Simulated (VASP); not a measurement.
# SrCl2 (Fm-3m) in VASP: further runs, part 2 of 2

VASP 6.6.1. The steps go on from the part before.

### Step 5. Summary

| level | potentials or basis | k mesh | smearing | gap on the mesh (eV) | pressure (GPa) |
| --- | --- | --- | --- | --- | --- |
| PBE | VASP PAW PBE potentials, release 64 (Sr_sv, Cl) | 4 × 4 × 4 | fermi-dirac 0.03 eV | 5.34 | 1.1 |
| PBE | VASP PAW PBE potentials, release 64 (Sr_sv, Cl) | 7 × 7 × 7 | fermi-dirac 0.05 eV | 5.37 | 1.1 |
| LDA | VASP PAW LDA potentials, release 64 (Sr_sv, Cl) | 7 × 7 × 7 | fermi-dirac 0.05 eV | 4.92 | -2.7 |

Alike in all rows: task single point; no spin polarisation; cell as given; cutoff (eV) 520.

Total energies depend on the potentials used, so only differences within one code and one set of settings carry meaning.
